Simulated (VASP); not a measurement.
# ZrB (Fm-3m) in VASP: further runs

The runs below take ZrB through single point, with BLYP, PBE exchange alone, HSE06, PBEsol+U.

Program: VASP 6.6.1. These are calculated values, not measurements. Logs are shortened: lines on timing, memory, paths and dates and some standing lists are left out, and cuts for length are marked.

### 1 The cell of the first run

The structure is cubic, space group Fm-3m (No. 225). Conventional cell: a = 4.741 Å, b = 4.741 Å, c = 4.741 Å, α = 90.00°, β = 90.00°, γ = 90.00°. Zr (site symmetry m-3m) has 6 B at 2.37 Å within 3.1 Å. B (site symmetry m-3m) has 6 Zr at 2.37 Å within 3.1 Å.

### 2 Single point, BLYP, non-collinear spin, zero start, spin-orbit coupling

INCAR

```
SYSTEM = ZrB
PREC = Accurate
ENCUT = 520
EDIFF = 1E-7
ISMEAR = 1
SIGMA = 0.1
LREAL = .FALSE.
LASPH = .TRUE.
NELM = 150
ALGO = Normal
ISIF = 2
LWAVE = .FALSE.
LCHARG = .TRUE.
LNONCOLLINEAR = .TRUE.
MAGMOM = 0 0 0 0 0 0
LORBIT = 11
LSORBIT = .TRUE.
GGA_COMPAT = .FALSE.
LORBMOM = .TRUE.
LMAXMIX = 4
GGA = B5
ALDAX = 1.0
AGGAX = 1.0
AGGAC = 1.0
ALDAC = 0.0
LVHAR = .TRUE.
NBANDS = 27
```

KPOINTS

```
Automatic mesh
0
G
  10 10 10
  0 0 0
```

POSCAR

```
ZrB
1.0
    0.0000000000      2.3705998121      2.3705998121
    2.3705998121      0.0000000000      2.3705998121
    2.3705998121      2.3705998121      0.0000000000
Zr B
1 1
Direct
    0.0000000000      0.0000000000      0.0000000000
    0.5000000000      0.5000000000      0.5000000000
```

Potentials or basis: VASP PAW PBE potentials, release 64 (Zr_sv, B).

Launch:

```console
cat potpaw_PBE.64/Zr_sv/POTCAR potpaw_PBE.64/B/POTCAR > POTCAR
mpirun -np 1 vasp_ncl > vasp.out
```

OUTCAR:

```text
SYSTEM = ZrB
   PREC = Accurate
   ENCUT = 520
   EDIFF = 1E-7
   ISMEAR = 1
   LREAL = .FALSE.
   LASPH = .TRUE.
   NELM = 150
   ISIF = 2
   LNONCOLLINEAR = .TRUE.
   LORBIT = 11
   LSORBIT = .TRUE.
   GGA = B5

 ion  position               nearest neighbor table
   1  0.000  0.000  0.000-   2 2.37   2 2.37   2 2.37   2 2.37   2 2.37   2 2.37
   2  0.500  0.500  0.500-   1 2.37   1 2.37   1 2.37   1 2.37   1 2.37   1 2.37

  LATTYP: Found a face centered cubic cell.
 ALAT       =     4.7411996242

  Lattice vectors:

 A1 = (   0.0000000000,   2.3705998121,   2.3705998121)
 A2 = (   2.3705998121,   0.0000000000,   2.3705998121)
 A3 = (   2.3705998121,   2.3705998121,   0.0000000000)

Analysis of symmetry for initial positions (statically):
=====================================================================
 Subroutine PRICEL returns:
 Original cell was already a primitive cell.

 Routine SETGRP: Setting up the symmetry group for a
 face centered cubic supercell.

 Subroutine GETGRP returns: Found 48 space group operations
 (whereof 48 operations were pure point group operations)
 out of a pool of 48 trial point group operations.

The static configuration has the point symmetry O_h .

Analysis of symmetry for dynamics (positions and initial velocities):
=====================================================================
 Subroutine PRICEL returns:
 Original cell was already a primitive cell.

 Routine SETGRP: Setting up the symmetry group for a
 face centered cubic supercell.

 Subroutine GETGRP returns: Found 48 space group operations
 (whereof 48 operations were pure point group operations)
 out of a pool of 48 trial point group operations.

The dynamic configuration has the point symmetry O_h .

Analysis of structural, dynamic, and magnetic symmetry:
=====================================================================
 Subroutine PRICEL returns:
 Original cell was already a primitive cell.

 Routine SETGRP: Setting up the symmetry group for a
 face centered cubic supercell.

 Subroutine GETGRP returns: Found 48 space group operations
 (whereof 48 operations were pure point group operations)
 out of a pool of 48 trial point group operations.

The overall configuration has the point symmetry O_h .

 Subroutine INISYM returns: Found 48 space group operations
 (whereof 48 operations are pure point group operations),
 and found     1 'primitive' translations

----------------------------------------------------------------------------------------

                                     Primitive cell

  volume of cell :      26.6443

  direct lattice vectors                    reciprocal lattice vectors
     0.000000000  2.370599812  2.370599812    -0.210917084  0.210917084  0.210917084
     2.370599812  0.000000000  2.370599812     0.210917084 -0.210917084  0.210917084
     2.370599812  2.370599812  0.000000000     0.210917084  0.210917084 -0.210917084

  length of vectors
     3.352534405  3.352534405  3.352534405     0.365319106  0.365319106  0.365319106

  position of ions in fractional coordinates (direct lattice)
     0.000000000  0.000000000  0.000000000
     0.500000000  0.500000000  0.500000000

  ion indices of the primitive-cell ions
   primitive index   ion index
                 1           1
                 2           2

----------------------------------------------------------------------------------------

 KPOINTS: Automatic mesh

Automatic generation of k-mesh.
 Grid dimensions read from file:
 generate k-points for:   10   10   10

 Generating k-lattice:

  Cartesian coordinates                     Fractional coordinates (reciprocal lattice)
    -0.021091708  0.021091708  0.021091708     0.100000000  0.000000000  0.000000000
     0.021091708 -0.021091708  0.021091708     0.000000000  0.100000000  0.000000000
     0.021091708  0.021091708 -0.021091708     0.000000000  0.000000000  0.100000000

[... 97 lines left out ...]

 number of electron      15.0000000 magnetization       0.0000000      0.0000000      0.0000000

 Free energy of the ion-electron system (eV)
  ---------------------------------------------------
  ext. energy  EPLUGINS =         0.00000000
  ---------------------------------------------------
  free energy    TOTEN  =       -13.98435748 eV

  energy without entropy =      -13.98363352  energy(sigma->0) =      -13.98411616

 E-fermi :   8.9297     XC(G=0): -11.2959

 val. band max:        8.9193469273   @ k =  -0.2000   0.1000   0.0000
 cond. band min:       8.9637490006   @ k =   0.3000   0.2000   0.1000
 fundamental gap:      0.0444020733
 Fermi energy:         8.9296620085

 k-point     1 :       0.0000    0.0000    0.0000
  band No.  band energies     occupation
      1     -38.1296      1.00000
      2     -38.1296      1.00000
      3     -17.1616      1.00000
      4     -17.1616      1.00000
      5     -15.4278      1.00000
      6     -15.4278      1.00000
[... 709 lines left out ...]
     26      19.7326      0.00000
     27      22.3373      0.00000

 [... further k-points ...]

------------------------ aborting loop because EDIFF is reached ----------------------------------------

  FORCE on cell =-STRESS in cart. coord.  units (eV):
  Direction    XX          YY          ZZ          XY          YZ          ZX
  --------------------------------------------------------------------------------------
  -------------------------------------------------------------------------------------
  Total        4.4071748      4.4071748      4.4071748     -0.0000000     -0.0000000      0.0000000
  in kB      265.0123606    265.0123606    265.0123606     -0.0000000     -0.0000000      0.0000000
  external PRESSURE =     265.0123606 kB  Pullay stress =       0.0000000 kB

 VOLUME and BASIS-vectors are now :
 -----------------------------------------------------------------------------
  energy-cutoff  :      520.00
  volume of cell :       26.64
      direct lattice vectors                 reciprocal lattice vectors
     0.000000000  2.370599812  2.370599812    -0.210917084  0.210917084  0.210917084
     2.370599812  0.000000000  2.370599812     0.210917084 -0.210917084  0.210917084
     2.370599812  2.370599812  0.000000000     0.210917084  0.210917084 -0.210917084

 POSITION                                       TOTAL-FORCE (eV/Angst)
 -----------------------------------------------------------------------------------
      0.00000      0.00000      0.00000        -0.000000      0.000000     -0.000000
      2.37060      2.37060      2.37060         0.000000     -0.000000      0.000000
 -----------------------------------------------------------------------------------
    total drift:                               -0.000000      0.000000      0.000000

  FREE ENERGIE OF THE ION-ELECTRON SYSTEM (eV)
  ---------------------------------------------------
  free  energy   TOTEN  =       -13.9843574813 eV

  energy  without entropy=      -13.9836335191  energy(sigma->0) =      -13.98411616

 orbital moment (x)

 # of ion     p       d       tot
 ----------------------------------------
  1         0.000  -0.000  -0.000
  2         0.000   0.000   0.000
 ----------------------------------------
            0.000  -0.000  -0.000

 orbital moment (y)

 # of ion     p       d       tot
 ----------------------------------------
  1         0.000   0.000   0.000
  2         0.000   0.000   0.000
 ----------------------------------------
            0.000   0.000   0.000

 orbital moment (z)

 # of ion     p       d       tot
 ----------------------------------------
  1         0.000   0.000   0.000
  2         0.000   0.000   0.000
 ----------------------------------------
            0.000   0.000   0.000

 Spin-Orbit-Coupling matrix elements

 Ion:    1  E_soc:     -0.1428085
 l=   1
     0.0000000    -0.0231463    -0.0231463
    -0.0231463     0.0000000    -0.0231463
    -0.0231463    -0.0231463     0.0000000
 l=   2
     0.0000000    -0.0001460     0.0000000    -0.0001460    -0.0005092
    -0.0001460     0.0000000    -0.0003819    -0.0001460    -0.0001273
     0.0000000    -0.0003819     0.0000000    -0.0003819     0.0000000
    -0.0001460    -0.0001460    -0.0003819     0.0000000    -0.0001273
    -0.0005092    -0.0001273     0.0000000    -0.0001273     0.0000000
 l=   3
     0.0000000     0.0000000     0.0000000     0.0000000     0.0000000     0.0000000     0.0000000
     0.0000000     0.0000000     0.0000000     0.0000000     0.0000000     0.0000000     0.0000000
     0.0000000     0.0000000     0.0000000     0.0000000     0.0000000     0.0000000     0.0000000
     0.0000000     0.0000000     0.0000000     0.0000000     0.0000000     0.0000000     0.0000000
     0.0000000     0.0000000     0.0000000     0.0000000     0.0000000     0.0000000     0.0000000
     0.0000000     0.0000000     0.0000000     0.0000000     0.0000000     0.0000000     0.0000000
     0.0000000     0.0000000     0.0000000     0.0000000     0.0000000     0.0000000     0.0000000

 Ion:    2  E_soc:      0.0000132
 l=   1
     0.0000000     0.0000022     0.0000022
     0.0000022     0.0000000     0.0000022
     0.0000022     0.0000022     0.0000000
 l=   2
     0.0000000     0.0000000     0.0000000     0.0000000     0.0000000
     0.0000000     0.0000000     0.0000000     0.0000000     0.0000000
     0.0000000     0.0000000     0.0000000     0.0000000     0.0000000
     0.0000000     0.0000000     0.0000000     0.0000000     0.0000000
     0.0000000     0.0000000     0.0000000     0.0000000     0.0000000
 l=   3
     0.0000000     0.0000000     0.0000000     0.0000000     0.0000000     0.0000000     0.0000000
     0.0000000     0.0000000     0.0000000     0.0000000     0.0000000     0.0000000     0.0000000
     0.0000000     0.0000000     0.0000000     0.0000000     0.0000000     0.0000000     0.0000000
     0.0000000     0.0000000     0.0000000     0.0000000     0.0000000     0.0000000     0.0000000
     0.0000000     0.0000000     0.0000000     0.0000000     0.0000000     0.0000000     0.0000000
     0.0000000     0.0000000     0.0000000     0.0000000     0.0000000     0.0000000     0.0000000
     0.0000000     0.0000000     0.0000000     0.0000000     0.0000000     0.0000000     0.0000000

 total charge

# of ion       s       p       d       tot
------------------------------------------
    1        2.197   6.034   1.782  10.014
    2        0.802   1.104   0.000   1.907
--------------------------------------------------
tot          3.000   7.138   1.782  11.921

 magnetization (x)

# of ion       s       p       d       tot
------------------------------------------
    1       -0.000   0.000  -0.000  -0.000
    2        0.000  -0.000   0.000  -0.000
--------------------------------------------------
tot         -0.000  -0.000  -0.000  -0.000

 magnetization (y)

# of ion       s       p       d       tot
------------------------------------------
    1        0.000   0.000   0.000   0.000
    2        0.000  -0.000   0.000  -0.000
--------------------------------------------------
tot          0.000  -0.000   0.000  -0.000

 magnetization (z)

# of ion       s       p       d       tot
------------------------------------------
    1       -0.000   0.000  -0.000  -0.000
    2       -0.000  -0.000   0.000  -0.000
--------------------------------------------------
tot         -0.000  -0.000  -0.000  -0.000
```

It took 2 min on 1 thread of Intel Xeon Platinum 8259CL at 2.50GHz (Skylake/Cascade Lake), shared host; peak memory 0.27 GiB.

Results:

| Item | Value |
| --- | --- |
| Free energy | -13.9844 eV |
| Pressure | 26.5 GPa |
| Net moment | 0.00 μB per cell |
| Valence electrons inside the program's atomic spheres | Zr 10.01; B 1.91 |

Moments on the atoms (μB; x, y, z):
```
Zr  0.00 0.00 0.00
B   0.00 0.00 0.00
```

Caveat: the cell stands under pressure; the PAW data sets were made with another functional, which shifts forces and pressure a little.

### 3 Single point, PBE exchange alone, non-collinear spin, zero start, spin-orbit coupling

This run uses another cell than the first one, of 12.57 Å³/atom.

INCAR

```
PREC     = Accurate       # precision mode
ENCUT    = 520            # plane-wave cutoff, eV
EDIFF    = 1E-7           # SCF threshold, eV
ISMEAR   = -1             # smearing method
SIGMA    = 0.05           # smearing width, eV
LREAL    = False          # projectors in reciprocal space
LASPH    = True           # aspherical terms in the spheres
NELM     = 150            # most SCF steps
ALGO     = Normal         # electronic algorithm
ISIF     = 2              # what is computed and relaxed
LWAVE    = False          # write WAVECAR
LCHARG   = True           # write CHGCAR
MAGMOM   = 0 0 0 0 0 0    # initial moments
LORBIT   = 11             # projections on sites
LSORBIT  = True           # spin-orbit coupling
GGA_COMPAT= False        
LORBMOM  = True         
LMAXMIX  = 4              # l up to which the mixer works
GGA      = PE             # functional
ALDAC    = 0.0          
AGGAC    = 0.0          
LVHAR    = True         
NBANDS   = 27             # bands
```

KPOINTS

```
regular mesh
0
Gamma
  12 12 12
```

POSCAR

```
ZrB
1.0
    0.0000000000      2.3250000000      2.3250000000
    2.3250000000      0.0000000000      2.3250000000
    2.3250000000      2.3250000000      0.0000000000
Zr B
1 1
Direct
    0.0000000000      0.0000000000      0.0000000000
    0.5000000000      0.5000000000      0.5000000000
```

Potentials or basis: VASP PAW PBE potentials, release 64 (Zr_sv, B).

Launch:

```console
cat potpaw_PBE.64/Zr_sv/POTCAR potpaw_PBE.64/B/POTCAR > POTCAR
mpirun -np 1 vasp_ncl > vasp.out
```

Run time: 1.8 min. Hardware: 1 thread of Intel Xeon Platinum 8259CL at 2.50GHz (Skylake/Cascade Lake), shared host; peak memory 0.24 GiB.

It converged, with:

| Item | Value |
| --- | --- |
| Free energy | -11.4059 eV |
| Pressure | 55.3 GPa |
| Net moment | 0.00 μB per cell |
| Valence electrons inside the program's atomic spheres | Zr 10.10; B 1.97 |

Moments on the atoms (μB; x, y, z):
```
Zr  0.00 0.00 0.00
B   0.00 0.00 0.00
```

Caveat: the cell stands under pressure.

### 4 Single point, HSE06

POSCAR

```
ZrB
1.0
    0.0000000000      2.3705998121      2.3705998121
    2.3705998121      0.0000000000      2.3705998121
    2.3705998121      2.3705998121      0.0000000000
Zr B
1 1
Direct
    0.0000000000      0.0000000000      0.0000000000
    0.5000000000      0.5000000000      0.5000000000
```

INCAR.step1

```
  PREC = Accurate
  ENCUT = 520
  EDIFF = 1E-5
  ISMEAR = -1
  SIGMA = 0.05
  LREAL = False
  LASPH = True
  NELM = 100
  ALGO = Normal
  ISIF = 2
  LWAVE = True
  LCHARG = False
  NBANDS = 14
  GGA = PE
```

INCAR.step2

```
  PREC = Accurate
  ENCUT = 520
  EDIFF = 1E-7
  ISMEAR = -1
  SIGMA = 0.05
  LREAL = False
  LASPH = True
  NELM = 100
  ALGO = Normal
  ISIF = 2
  LWAVE = False
  LCHARG = False
  GGA = PE
  LHFCALC = True
  HFSCREEN = 0.2079
  PRECFOCK = Normal
  NBANDS = 14
  ISTART = 1
```

KPOINTS

```
regular mesh
0
Gamma
  6 6 6
```

Launch:

```console
cat potpaw_PBE.64/Zr_sv/POTCAR potpaw_PBE.64/B/POTCAR > POTCAR
cp INCAR.step1 INCAR
mpirun -np 1 vasp_std > vasp.out
cp INCAR.step2 INCAR
mpirun -np 1 vasp_std > vasp.out
```

Wall time 24 min (1 thread of AMD EPYC 7R13 (Zen 3), shared host); peak memory 0.24 GiB.

The run converged. Its results:

* Free energy: -17.9136 eV
* Pressure: 18.8 GPa
* Band gap on the k mesh: zero (an odd number of electrons rules out a gap without spin polarisation)

Levels at points of the mesh, in eV from the Fermi level:
| k point | band 5 | band 6 | band 7 | band 8 | band 9 | band 10 | band 11 | band 12 |
| --- | --- | --- | --- | --- | --- | --- | --- | --- |
| (0.00, 0.00, 0.00) | -9.42 | 2.71 | 2.71 | 2.71 | 4.27 | 4.27 | 4.45 | 4.45 |
| (0.50, 0.00, 0.00) | -4.53 | -4.52 | -1.32 | -1.32 | 6.61 | 6.61 | 8.17 | 8.79 |
| (0.50, 0.50, 0.00) | -7.23 | -0.82 | -0.77 | 2.86 | 2.86 | 6.06 | 7.76 | 7.76 |

Caveat: the k points lie up to 0.38 Å⁻¹ apart, too coarse for converged energies and pressures of a metal; the PAW data sets were made with another functional, which shifts forces and pressure a little.

### 5 Single point, PBEsol+U

This run uses another cell than the first one, of 12.57 Å³/atom.

INCAR

```
SYSTEM = ZrB
ALGO = Normal
EDIFF = 1E-6
ENCUT = 1230
GGA = PS
GGA_COMPAT = .FALSE.
ISIF = 2
ISMEAR = -1
LASPH = .TRUE.
LCHARG = .FALSE.
LDAU = .TRUE.
LDAUJ = 0 0
LDAUL = 2 -1
LDAUPRINT = 1
LDAUTYPE = 2
LDAUU = 3 0
LMAXMIX = 4
LREAL = .FALSE.
LWAVE = .FALSE.
NBANDS = 14
NELM = 200
PREC = Accurate
SIGMA = 0.05
```

KPOINTS

```
k-points
0
G
  10 10 10
  0 0 0
```

POSCAR

```
ZrB
1.0
    0.0000000000      2.3250000000      2.3250000000
    2.3250000000      0.0000000000      2.3250000000
    2.3250000000      2.3250000000      0.0000000000
Zr B
1 1
Direct
    0.0000000000      0.0000000000      0.0000000000
    0.5000000000      0.5000000000      0.5000000000
```

Potentials or basis: VASP PAW PBE potentials, release 64 (Zr_sv, B_h).

Launch:

```console
cat potpaw_PBE.64/Zr_sv/POTCAR potpaw_PBE.64/B_h/POTCAR > POTCAR
mpirun -np 1 vasp_std > vasp.out
```

Wall time 22 s (1 thread of Intel Xeon 6975P-C (Granite Rapids), shared host); peak memory 0.28 GiB.

The run converged. Its results:

```yaml
Free_energy: -14.4235 eV
Pressure: 39.3 GPa
Band_gap_on_the_k_mesh: zero (an odd number of electrons rules out a gap without spin polarisation)
```

Levels at points of the mesh, in eV from the Fermi level:
| k point | band 4 | band 5 | band 6 | band 7 | band 8 | band 9 | band 10 | band 11 | band 12 | band 13 |
| --- | --- | --- | --- | --- | --- | --- | --- | --- | --- | --- |
| (0.00, 0.00, 0.00) | -25.05 | -8.60 | 2.19 | 2.19 | 2.19 | 3.66 | 3.66 | 3.66 | 3.82 | 3.82 |
| (0.50, 0.00, 0.00) | -25.14 | -4.34 | -3.80 | -1.38 | -1.38 | 6.16 | 6.16 | 7.57 | 7.90 | 13.31 |
| (0.50, 0.50, 0.00) | -25.38 | -6.53 | -0.99 | -0.60 | 2.33 | 2.33 | 5.65 | 7.41 | 7.41 | 10.52 |

Eigenvalues of the final occupation matrices:
```
    site  spin  trace               eigenvalues
site 1 d     1   0.88  0.13 0.13 0.13 0.25 0.25
site 1 d     2   0.88  0.13 0.13 0.13 0.25 0.25
```

Caveat: the cell stands under pressure; the PAW data sets were made with another functional, which shifts forces and pressure a little; U without spin polarisation on a metal has little footing; the U is typed as a test and isn't derived for this compound.

### 6 Overview

| level | potentials or basis | spin | U | cell | k mesh | cutoff (eV) | smearing | grid for exact exchange (PRECFOCK) | share of exact exchange | screening parameter | gap on the mesh (eV) | pressure (GPa) | moment (μB) |
| --- | --- | --- | --- | --- | --- | --- | --- | --- | --- | --- | --- | --- | --- |
| BLYP | VASP PAW PBE potentials, release 64 (Zr_sv, B) | non-collinear, zero start, SOC | - | a = 3.353 Å, angles 60.0°, 2 atoms | 10 × 10 × 10 | 520 | methfessel-paxton 0.1 eV | - | - | - | - | 26.5 | 0.00 |
| PBE exchange alone | VASP PAW PBE potentials, release 64 (Zr_sv, B) | non-collinear, zero start, SOC | - | a = 3.288 Å, angles 60.0°, 2 atoms | 12 × 12 × 12 | 520 | fermi-dirac 0.05 eV | - | - | - | - | 55.3 | 0.00 |
| HSE06 | VASP PAW PBE potentials, release 64 (Zr_sv, B) | off | - | a = 3.353 Å, angles 60.0°, 2 atoms | 6 × 6 × 6 | 520 | fermi-dirac 0.05 eV | Normal | 0.25 | 0.2079 1/Å | none | 18.8 | - |
| PBEsol+U | VASP PAW PBE potentials, release 64 (Zr_sv, B_h) | off | Zr d U = 3.0 eV | a = 3.288 Å, angles 60.0°, 2 atoms | 10 × 10 × 10 | 1230 | fermi-dirac 0.05 eV | - | - | - | none | 39.3 | - |

Alike in all rows: task single point.

Caveats: some runs use coarse meshes; the cell stands under pressure (at least some runs); the PAW data sets were made with another functional, which shifts forces and pressure a little (at least some runs); U without spin polarisation on a metal has little footing (at least some runs); the U is typed as a test and isn't derived for this compound (at least some runs).

Total energies depend on the potentials used, so only differences within one code and one set of settings carry meaning.

The gap in the log of VASP goes by the Fermi energy; the results here count the filled bands.